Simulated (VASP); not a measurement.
Set up this calculation in VASP 6.6.1, as the native input.

- Task: single point
- Functional: PBE
- Potentials or basis: VASP PAW PBE potentials, release 64 (Br, Ag, I)
- Cutoff: 520 eV
- k mesh: 6 × 6 × 4
- Occupations: gaussian, width 0.01 eV
- Spin: no spin polarisation
- Dipole correction: no
- Further INCAR settings: ALGO = Normal; EDIFF = 1e-07; NBANDS = 26

The structure of Ag2IBr lies in POSCAR:

```
Ag2IBr
1.0
    4.2301401881      0.0000000000      0.0000000000
    0.0000000000      4.2301401881      0.0000000000
    0.0000000000      0.0000000000      5.8875258776
Br Ag I
1 2 1
Direct
    0.0000000000      0.0000000000      0.0000000000
    0.0000000000      0.0000000000      0.5000000000
    0.5000000000      0.5000000000      0.0000000000
    0.5000000000      0.5000000000      0.5000000000
```

These files were run (other wordings do the same):

INCAR

```
SYSTEM = Ag2IBr
ALGO = Normal
EDIFF = 1E-7
ENCUT = 520
GGA = PE
ISIF = 2
ISMEAR = 0
LASPH = .True.
LCHARG = .True.
LELF = .True.
LREAL = .False.
LVHAR = .True.
LWAVE = .False.
NBANDS = 26
NELM = 80
PREC = Accurate
SIGMA = 0.01
```

KPOINTS

```
k-points
0
Gamma
  6 6 4
  0 0 0
```

Potentials or basis: VASP PAW PBE potentials, release 64 (Br, Ag, I).

Launch:

```console
$ cat potpaw_PBE.64/Br/POTCAR potpaw_PBE.64/Ag/POTCAR potpaw_PBE.64/I/POTCAR > POTCAR
$ mpirun -np 1 vasp_std > vasp.out
```

Results of the run:

| Item | Value |
| --- | --- |
| Pressure | 1.1 GPa |
| Band gap on the k mesh | 0.53 eV (least direct gap 2.35 eV) |

Caveat: spin-orbit coupling is left out, which moves the levels of the heavy elements.

It took 32 s on 1 thread of Intel(R) Xeon(R) 6975P-C (Granite Rapids), on a shared host, peak memory 0.26 GiB.
